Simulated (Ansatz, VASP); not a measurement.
Two plane-wave programs on CaF2

```
Ca F
1.0
     0.00000    2.77871    2.77871
     2.77871    0.00000    2.77871
     2.77871    2.77871    0.00000
Ca F
1 2
Direct
  0.00000 0.00000 0.00000
  0.25000 0.25000 0.25000
  0.75000 0.75000 0.75000
```

Alike in both runs: task single point; functional LDA; k mesh 6 × 6 × 6; no spin polarisation.

```csv
,VASP,Ansatz
version,VASP 6.6.1,Ansatz 0.2.0
potentials or method,"VASP PAW LDA potentials, release 64 (Ca_sv, F), cutoff 600 eV","plane waves, PAW"
occupations,"gaussian, width 0.01 eV",fixed
valence electrons in the cell,24,24
```

Ansatz gave:

```
pressure (GPa) : -9.7
```

Problem. What did VASP give for the same quantities?

Solution. Pressure (GPa): -9.5.

LDA's correlation is that of Perdew and Zunger in VASP and of Perdew and Wang (1992) in Ansatz.
